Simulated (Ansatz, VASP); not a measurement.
# Ba2SrP2 in VASP and in Ansatz

```
CELL_PARAMETERS angstrom
5.32253 0.00000 0.00000
-2.66126 4.60945 0.00000
0.00000 0.00000 7.00456
ATOMIC_POSITIONS crystal
Ba 0.33333 0.66667 0.69429
Ba 0.66667 0.33333 0.30571
Sr 0.00000 0.00000 0.00000
P 0.66667 0.33333 0.79386
P 0.33333 0.66667 0.20614
```

Alike in both runs: functional PBE; k mesh 12 × 12 × 6; occupations gaussian, width 0.02 eV; no spin polarisation.

Ansatz relaxed the structure, and its values are those at the end. VASP's run is a single point on that final structure, the one shown.

|  | VASP | Ansatz |
| --- | --- | --- |
| version | VASP 6.6.1 | Ansatz 0.2.0 |
| potentials or method | VASP PAW PBE potentials, release 64 (Ba_sv, Sr_sv, P), cutoff 520 eV | scalar-relativistic, plane waves, PAW |
| valence electrons in the cell | 40 | 40 |

```csv
,VASP,Ansatz,Ansatz less VASP
gap on the k mesh at the Fermi level (eV),0.50,0.55,+0.052
least direct gap on the mesh (eV),0.71,0.74,+0.026
pressure (GPa),0.5,0.0,-0.47
rms of the force components (eV/Å),0.012,0.001,-0.0101
```

The functional is the same, so the differences come from potentials, cutoffs and numerics.

Neither program's run includes spin-orbit coupling.
